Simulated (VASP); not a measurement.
**Au: single point with LDA**

System: Au, a slab with vacuum.

```
CELL_PARAMETERS angstrom
2.86261 0.00000 0.00000
0.00000 2.86261 0.00000
0.00000 0.00000 24.09670
ATOMIC_POSITIONS crystal
Au 0.00000 0.00000 0.33363
Au 0.50000 0.50000 0.41618
Au 0.00000 0.00000 0.50000
Au 0.50000 0.50000 0.58382
Au 0.00000 0.00000 0.66637
```

```yaml
Program: VASP 6.6.1
Task: single point
Functional: LDA
Potentials_or_basis: VASP PAW LDA potentials, release 64 (Au)
Cutoff: 520 eV
k_mesh: 11 × 11 × 1
Occupations: fermi-dirac, width 0.05 eV
Spin: no spin polarisation
Dipole_correction: no
Further_INCAR_settings: ALGO = Normal; EDIFF = 1e-06; NBANDS = 36
```

The largest force is 0.030 eV/Å and the band gap on the k mesh is zero (an odd number of electrons rules out a gap without spin polarisation).

Forces on the atoms (eV/Å):
```
Au   0.000  0.000 -0.030
Au   0.000  0.000 -0.004
Au   0.000  0.000  0.000
Au   0.000  0.000  0.004
Au   0.000  0.000  0.030
```

Levels at points of the mesh, in eV from the Fermi level:
```csv
k point,band 26,band 27,band 28,band 29,band 30,band 31
"(0.00, 0.00, 0.00)",-1.90,-1.83,-1.68,-1.68,-0.07,1.29
```

Wall time 86 s on 1 thread of Intel(R) Xeon(R) 6975P-C (Granite Rapids), with other jobs on the host, peak memory 0.29 GiB.

Caveat: there is no dipole correction, which matters where the two faces differ; spin-orbit coupling is left out, which moves the levels of the heavy elements.
